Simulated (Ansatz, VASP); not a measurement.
# Two plane-wave programs on SnO2

The input INCAR:

```
PREC = Accurate
ENCUT = 520
EDIFF = 1E-7
ISMEAR = 0
SIGMA = 0.05
LREAL = False
LASPH = True
NELM = 60
ALGO = Normal
ISIF = 2
LWAVE = False
LCHARG = True
GGA = CA
LELF = True
LVHAR = True
NBANDS = 20
```

File KPOINTS:

```
regular mesh
0
Gamma
  12 12 12
```

Contents of POSCAR:

```
SnO2
1.0
    1.6039156916      0.9260211563      4.0813809037
   -1.6039156916      0.9260211563      4.0813809037
    0.0000000000     -1.8520423126      4.0813809037
Sn O
1 2
Direct
    0.5000000000      0.5000000000      0.5000000000
    0.2451905456      0.2451905456      0.2451905456
    0.7548094544      0.7548094544      0.7548094544
```

Input for Ansatz:

```yaml
crystal:
  lattice:
    - [1.6039156916, 0.9260211563, 4.0813809037]
    - [-1.6039156916, 0.9260211563, 4.0813809037]
    - [0.0, -1.8520423126, 4.0813809037]
  atoms:
    - { symbol: Sn, position: [0.5, 0.5, 0.5] }
    - { symbol: O, position: [0.2451905456, 0.2451905456, 0.2451905456] }
    - { symbol: O, position: [0.7548094544, 0.7548094544, 0.7548094544] }
basis:
  ecutwfc: 420
kpoints:
  mp_grid: { grid: [12, 12, 12] }
hamiltonian:
  xc: lda
scf:
  occupations: { method: gaussian, width: 0.05 }
output:
  forces: true
  stress: true
  eigenvalues: true
```

Alike in both runs: task single point; functional LDA; k mesh 12 × 12 × 12; occupations gaussian, width 0.05 eV; no spin polarisation.

|  | VASP | Ansatz |
| --- | --- | --- |
| version | VASP 6.6.1 | Ansatz 0.2.0 |
| potentials or method | VASP PAW LDA potentials, release 64 (Sn_d, O), cutoff 520 eV | scalar-relativistic, plane waves, PAW |
| valence electrons in the cell | 26 | 26 |

Ansatz gave:

| Property | Result |
| --- | --- |
| gap on the k mesh at the Fermi level (eV) | 1.56 |
| least direct gap on the mesh (eV) | 1.56 |
| pressure (GPa) | 0.0 |
| traceless stress, the component that is largest in VASP (GPa) | -0.01 |
| rms of the force components (eV/Å) | 0.000 |

Task: Which values does VASP return?

Result: gap on the k mesh at the Fermi level (eV): 1.56; least direct gap on the mesh (eV): 1.56; pressure (GPa): 1.0; traceless stress, the component that is largest in VASP (GPa): -0.69; rms of the force components (eV/Å): 0.030.

LDA's correlation is that of Perdew and Zunger in VASP and of Perdew and Wang (1992) in Ansatz. Atom by atom the forces differ by 0.030 eV/Å (rms over components).
